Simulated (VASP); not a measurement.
# ZnSe (I-4m2) in VASP: single point with r2SCAN

Aim: the single point of ZnSe with r2SCAN.

Everything below comes from runs of VASP 6.6.1. Logs are shortened: lines on timing, memory, paths and dates and some standing lists are left out, and cuts for length are marked.

**1. The cell of the first run**

It takes space group I-4m2 (No. 119, tetragonal). The conventional cell has a = 4.046 Å, b = 4.046 Å, c = 5.599 Å, α = 90.00°, β = 90.00°, γ = 90.00°. Zn (site symmetry -4m2) has 4 Se at 2.46 Å within 3.2 Å. Se (site symmetry -4m2) has 4 Zn at 2.46 Å within 3.2 Å.

**2. Single point, r2SCAN, non-collinear spin, zero start, spin-orbit coupling (epitaxial xy strain +1.0%)**

Input file POSCAR:

```
ZnSe
1.0
    0.0000000000      2.8607448912      2.7994884492
    2.8607448912      0.0000000000      2.7994884492
    2.8607448912      2.8607448912      0.0000000000
Zn Se
1 1
Direct
    0.0000000000      0.0000000000      0.0000000000
    0.2500000000      0.2500000000      0.2500000000
```

Input file INCAR.step1:

```
SYSTEM = ZnSe
PREC = Accurate
ENCUT = 520
ISMEAR = -1
SIGMA = 0.02
LREAL = .FALSE.
LASPH = .TRUE.
NELM = 150
MAGMOM = 0 0 0 0 0 0
LSORBIT = .TRUE.
GGA_COMPAT = .FALSE.
NBANDS = 30
GGA = PE
ALGO = Normal
EDIFF = 1E-4
LWAVE = .TRUE.
LCHARG = .FALSE.
```

Input file INCAR.step2:

```
SYSTEM = ZnSe
PREC = Accurate
ENCUT = 520
EDIFF = 1E-7
ISMEAR = -1
SIGMA = 0.02
LREAL = .FALSE.
LASPH = .TRUE.
NELM = 150
ALGO = Normal
ISIF = 2
LWAVE = .FALSE.
LCHARG = .FALSE.
MAGMOM = 0 0 0 0 0 0
LORBIT = 11
LSORBIT = .TRUE.
GGA_COMPAT = .FALSE.
LORBMOM = .TRUE.
METAGGA = R2SCAN
LMIXTAU = .TRUE.
NBANDS = 30
ISTART = 1
```

Input file KPOINTS:

```
Automatic mesh
0
G
  8 8 8
  0 0 0
```

Potentials or basis: VASP PAW PBE potentials, release 64 (Zn, Se).

Command:

```
$ cat potpaw_PBE.64/Zn/POTCAR potpaw_PBE.64/Se/POTCAR > POTCAR
$ cp INCAR.step1 INCAR
$ mpirun -np 1 vasp_ncl > vasp.out
$ cp INCAR.step2 INCAR
$ mpirun -np 1 vasp_ncl > vasp.out
```

OUTCAR:

```text
SYSTEM = ZnSe
   PREC = Accurate
   ENCUT = 520
   EDIFF = 1E-7
   ISMEAR = -1
   LREAL = .FALSE.
   LASPH = .TRUE.
   NELM = 150
   ISIF = 2
   LORBIT = 11
   LSORBIT = .TRUE.
   METAGGA = R2SCAN
   ISTART = 1

 ion  position               nearest neighbor table
   1  0.000  0.000  0.000-   2 2.46   2 2.46   2 2.46   2 2.46
   2  0.250  0.250  0.250-   1 2.46   1 2.46   1 2.46   1 2.46

  LATTYP: Found a body centered tetragonal cell.
 ALAT       =     4.0457042236
 C/A-ratio  =     1.3839313477

  Lattice vectors:

 A1 = (   0.0000000000,  -2.8607448912,  -2.7994884492)
 A2 = (   0.0000000000,   2.8607448912,  -2.7994884492)
 A3 = (   2.8607448912,   0.0000000000,   2.7994884492)

Analysis of symmetry for initial positions (statically):
=====================================================================
 Subroutine PRICEL returns:
 Original cell was already a primitive cell.

 Routine SETGRP: Setting up the symmetry group for a
 body centered tetragonal supercell.

 Subroutine GETGRP returns: Found  8 space group operations
 (whereof  8 operations were pure point group operations)
 out of a pool of 16 trial point group operations.

The static configuration has the point symmetry D_2d.

Analysis of symmetry for dynamics (positions and initial velocities):
=====================================================================
 Subroutine PRICEL returns:
 Original cell was already a primitive cell.

 Routine SETGRP: Setting up the symmetry group for a
 body centered tetragonal supercell.

 Subroutine GETGRP returns: Found  8 space group operations
 (whereof  8 operations were pure point group operations)
 out of a pool of 16 trial point group operations.

The dynamic configuration has the point symmetry D_2d.

Analysis of structural, dynamic, and magnetic symmetry:
=====================================================================
 Subroutine PRICEL returns:
 Original cell was already a primitive cell.

 Routine SETGRP: Setting up the symmetry group for a
 body centered tetragonal supercell.

 Subroutine GETGRP returns: Found  8 space group operations
 (whereof  8 operations were pure point group operations)
 out of a pool of 16 trial point group operations.

The overall configuration has the point symmetry D_2d.

 Subroutine INISYM returns: Found  8 space group operations
 (whereof  8 operations are pure point group operations),
 and found     1 'primitive' translations

----------------------------------------------------------------------------------------

                                     Primitive cell

  volume of cell :      45.8213

  direct lattice vectors                    reciprocal lattice vectors
     0.000000000  2.860744891  2.799488449    -0.174779653  0.174779653  0.178604059
     2.860744891  0.000000000  2.799488449     0.174779653 -0.174779653  0.178604059
     2.860744891  2.860744891  0.000000000     0.174779653  0.174779653 -0.178604059

  length of vectors
     4.002623753  4.002623753  4.045704224     0.304951249  0.304951249  0.304951249

  position of ions in fractional coordinates (direct lattice)
     0.000000000  0.000000000  0.000000000
     0.250000000  0.250000000  0.250000000

  ion indices of the primitive-cell ions
   primitive index   ion index
                 1           1
                 2           2

----------------------------------------------------------------------------------------

 KPOINTS: Automatic mesh

Automatic generation of k-mesh.
 Grid dimensions read from file:
 generate k-points for:    8    8    8

 Generating k-lattice:

  Cartesian coordinates                     Fractional coordinates (reciprocal lattice)
    -0.021847457  0.021847457  0.022325507     0.125000000  0.000000000  0.000000000
     0.021847457 -0.021847457  0.022325507     0.000000000  0.125000000  0.000000000
     0.021847457  0.021847457 -0.022325507    -0.000000000 -0.000000000  0.125000000

  Length of vectors
     0.038118906  0.038118906  0.038118906

  Shift w.r.t. Gamma in fractional coordinates (k-lattice)
     0.000000000  0.000000000  0.000000000

 Subroutine IBZKPT returns following result:
 ===========================================

 Found     87 irreducible k-points:

 Following reciprocal coordinates:
            Coordinates               Weight
  0.000000  0.000000  0.000000      1.000000
  0.125000 -0.000000  0.000000      4.000000
 -0.125000  0.000000  0.000000      4.000000
  0.250000 -0.000000  0.000000      4.000000
 -0.250000  0.000000  0.000000      4.000000
  0.375000 -0.000000  0.000000      4.000000
[... 16 lines left out ...]
 -0.375000 -0.250000  0.000000      4.000000
[... 25 lines left out ...]
   NFREE  =      0    steps in history (QN), initial steepest desc. (CG)
   ISIF   =      2    stress and relaxation
   ISYM   =      2    0-nonsym 1-usesym 2-fastsym
   POTIM  = 0.5000    time-step for ionic-motion
   TEBEG  =    0.0;   TEEND  =   0.0 temperature during run
   PSTRESS=    0.0 pullay stress
   NELECT =      18.0000    total number of electrons
   NUPDOWN=      -1.0000    fix difference up-down
   EMIN   =  10.00;   EMAX   =-10.00  energy-range for DOS
   EFERMI =   0.00;   METHOD = LEGACY
   ISMEAR =    -1;   SIGMA  =   0.02  broadening in eV -4-tet -1-fermi 0-gaus
   EFERMI_NEDOS =   21; number of points for ismear=-14 and -15
   IALGO  =     38    algorithm
   IMIX   =      4    mixing-type and parameters
     AMIX     =   0.40;   BMIX     =  1.00
     AMIX_MAG =   1.60;   BMIX_MAG =  1.00
  volume/ion in A,a.u.               =      22.91       154.61
  Fermi-wavevector in a.u.,A,eV,Ry     =   1.198975  2.265734 19.558924  1.437540
  Thomas-Fermi vector in A             =   2.334850
   LORBIT       =     11    0 simple, 1 ext, 2 COOP (PROOUT), +10 PAW based schemes
   METAGGA = R2SCAN    functional components
   LHFCALC =     F    Hartree Fock is set to
   AEXX    =    0.0000 exact exchange contribution
   IVDW    =     0    specifies the selected vdW correction
   LEPSILON=     F    determine dielectric tensor
   LRPA    =     F    only Hartree local field effects (RPA)
  energy-cutoff  :      520.00
  volume of cell :       45.82
 maximum number of plane-waves:      2510
 NGX is ok and might be reduce to    30
   NGX = 15   NGY = 15   NGZ = 15

 number of electron      18.0000010 magnetization      -0.0000000     -0.0000000     -0.0000000

 number of electron      18.0000010 magnetization       0.0000000     -0.0000000      0.0000000

 number of electron      18.0000010 magnetization       0.0000000     -0.0000000     -0.0000000

 Free energy of the ion-electron system (eV)
  ---------------------------------------------------
  ext. energy  EPLUGINS =         0.00000000
  ---------------------------------------------------
  free energy    TOTEN  =       -24.92769009 eV

  energy without entropy =      -24.92769009  energy(sigma->0) =      -24.92769009

 E-fermi :   1.8277     XC(G=0):  -9.8874

 val. band max:        1.3926557036   @ k =   0.0000   0.0000   0.0000
 cond. band min:       3.0756707486   @ k =   0.0000   0.0000   0.0000
 fundamental gap:      1.6830150449
 Fermi energy:         1.8277150510

 k-point     1 :       0.0000    0.0000    0.0000
  band No.  band energies     occupation
      1     -12.4267      1.00000
      2     -12.4267      1.00000
      3      -5.5435      1.00000
      4      -5.5435      1.00000
      5      -5.5384      1.00000
      6      -5.5384      1.00000
[... 781 lines left out ...]
     29      15.1979      0.00000
     30      15.2003      0.00000

 [... further k-points ...]
[... 5 lines left out ...]
  --------------------------------------------------------------------------------------
  -------------------------------------------------------------------------------------
  Total       -0.1960878     -0.1960878      0.0386729      0.0000000      0.0000000      0.0000000
  in kB       -6.8563692     -6.8563692      1.3522305      0.0000000      0.0000000      0.0000000
  external PRESSURE =      -4.1201693 kB  Pullay stress =       0.0000000 kB

 VOLUME and BASIS-vectors are now :
 -----------------------------------------------------------------------------
  energy-cutoff  :      520.00
  volume of cell :       45.82
      direct lattice vectors                 reciprocal lattice vectors
     0.000000000  2.860744891  2.799488449    -0.174779653  0.174779653  0.178604059
     2.860744891  0.000000000  2.799488449     0.174779653 -0.174779653  0.178604059
     2.860744891  2.860744891  0.000000000     0.174779653  0.174779653 -0.178604059

 POSITION                                       TOTAL-FORCE (eV/Angst)
 -----------------------------------------------------------------------------------
      0.00000      0.00000      0.00000        -0.000000     -0.000000      0.000000
      1.43037      1.43037      1.39974         0.000000      0.000000     -0.000000
 -----------------------------------------------------------------------------------
    total drift:                               -0.000002     -0.000002      0.000000

  FREE ENERGIE OF THE ION-ELECTRON SYSTEM (eV)
  ---------------------------------------------------
  free  energy   TOTEN  =       -24.9276900875 eV

  energy  without entropy=      -24.9276900875  energy(sigma->0) =      -24.92769009

 orbital moment (x)

 # of ion     p       d       tot
 ----------------------------------------
  1         0.000  -0.000  -0.000
  2        -0.000  -0.000  -0.000
 ----------------------------------------
           -0.000  -0.000  -0.000

 orbital moment (y)

 # of ion     p       d       tot
 ----------------------------------------
  1         0.000   0.000   0.000
  2         0.000   0.000   0.000
 ----------------------------------------
            0.000   0.000   0.000

 orbital moment (z)

 # of ion     p       d       tot
 ----------------------------------------
  1         0.000   0.000   0.000
  2         0.000   0.000   0.000
 ----------------------------------------
            0.000   0.000   0.000

 Spin-Orbit-Coupling matrix elements

 Ion:    1  E_soc:     -0.0081851
 l=   1
     0.0000000    -0.0004336    -0.0004337
    -0.0004336     0.0000000    -0.0004336
    -0.0004337    -0.0004336     0.0000000
 l=   2
     0.0000000    -0.0001894     0.0000000    -0.0001894    -0.0007409
    -0.0001894     0.0000000    -0.0005559    -0.0001893    -0.0001855
     0.0000000    -0.0005559     0.0000000    -0.0005559     0.0000000
    -0.0001894    -0.0001893    -0.0005559     0.0000000    -0.0001855
    -0.0007409    -0.0001855     0.0000000    -0.0001855     0.0000000
 l=   3
     0.0000000     0.0000000     0.0000000     0.0000000     0.0000000     0.0000000     0.0000000
     0.0000000     0.0000000     0.0000000     0.0000000     0.0000000     0.0000000     0.0000000
     0.0000000     0.0000000     0.0000000     0.0000000     0.0000000     0.0000000     0.0000000
     0.0000000     0.0000000     0.0000000     0.0000000     0.0000000     0.0000000     0.0000000
     0.0000000     0.0000000     0.0000000     0.0000000     0.0000000     0.0000000     0.0000000
     0.0000000     0.0000000     0.0000000     0.0000000     0.0000000     0.0000000     0.0000000
     0.0000000     0.0000000     0.0000000     0.0000000     0.0000000     0.0000000     0.0000000

 Ion:    2  E_soc:     -0.0346960
 l=   1
     0.0000000    -0.0057835    -0.0057580
    -0.0057835     0.0000000    -0.0057835
    -0.0057580    -0.0057835     0.0000000
 l=   2
     0.0000000    -0.0000038     0.0000000    -0.0000038    -0.0000039
    -0.0000038     0.0000000    -0.0000029    -0.0000037    -0.0000010
     0.0000000    -0.0000029     0.0000000    -0.0000029     0.0000000
    -0.0000038    -0.0000037    -0.0000029     0.0000000    -0.0000010
    -0.0000039    -0.0000010     0.0000000    -0.0000010     0.0000000
 l=   3
     0.0000000     0.0000000     0.0000000     0.0000000     0.0000000     0.0000000     0.0000000
     0.0000000     0.0000000     0.0000000     0.0000000     0.0000000     0.0000000     0.0000000
     0.0000000     0.0000000     0.0000000     0.0000000     0.0000000     0.0000000     0.0000000
     0.0000000     0.0000000     0.0000000     0.0000000     0.0000000     0.0000000     0.0000000
     0.0000000     0.0000000     0.0000000     0.0000000     0.0000000     0.0000000     0.0000000
     0.0000000     0.0000000     0.0000000     0.0000000     0.0000000     0.0000000     0.0000000
     0.0000000     0.0000000     0.0000000     0.0000000     0.0000000     0.0000000     0.0000000

 total charge

# of ion       s       p       d       tot
------------------------------------------
    1        0.510   0.438   9.803  10.750
    2        1.431   2.479   0.029   3.939
--------------------------------------------------
tot          1.940   2.916   9.832  14.689

 magnetization (x)

# of ion       s       p       d       tot
------------------------------------------
    1        0.000   0.000   0.000   0.000
    2        0.000   0.000  -0.000  -0.000
--------------------------------------------------
tot          0.000   0.000  -0.000   0.000

 magnetization (y)

# of ion       s       p       d       tot
------------------------------------------
    1       -0.000  -0.000   0.000  -0.000
    2        0.000   0.000   0.000   0.000
--------------------------------------------------
tot         -0.000  -0.000   0.000  -0.000

 magnetization (z)

# of ion       s       p       d       tot
------------------------------------------
    1        0.000   0.000   0.000   0.000
    2        0.000   0.000   0.000   0.000
--------------------------------------------------
tot          0.000   0.000   0.000   0.000
```

It took 30 min on 1 thread of Intel Xeon 6975P-C (Granite Rapids), shared host; peak memory 0.44 GiB.

Results:

- Free energy: -24.9277 eV
- Pressure: -0.4 GPa
- Net moment: 0.00 μB per cell
- Valence electrons inside the program's atomic spheres: Zn 10.75; Se 3.94

Moments on the atoms (μB; x, y, z):
```
Zn  0.00 0.00 0.00
Se  0.00 0.00 0.00
```

Caveat: the cell differs from its parent crystal (epitaxial xy strain +1.0%); the PAW data sets were made with another functional, which shifts forces and pressure a little.
